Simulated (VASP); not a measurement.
LiH:

```
Li H
1.0
     0.02564    2.00299    2.00299
     2.00299    0.02564    2.00299
     2.02863    2.02863    0.00000
Li H
1 1
Direct
  0.00000 0.00000 0.00000
  0.50000 0.50000 0.50000
```

This cell differs from its parent crystal: shear xy strain +2.6%.

Base run:

* Program: VASP 6.6.1
* Functional: PBE
* Potentials or basis: VASP PAW PBE potentials, release 64 (Li_sv, H)
* Cutoff: 520 eV
* k mesh: 10 × 10 × 10
* Occupations: fermi-dirac, width 0.02 eV
* Spin: no spin polarisation

Its results: band gap on the k mesh 2.97 eV, indirect (the least direct gap lies 3.0 meV higher).

Question: The run is repeated on the same cell with these changes: functional from PBE to r2SCAN; occupations from fermi-dirac, width 0.02 eV to gaussian, width 0.01 eV. What comes out?

Answer: Band gap on the k mesh 3.58 eV, indirect (the least direct gap lies 2.8 meV higher).

A k mesh can miss the band edges.
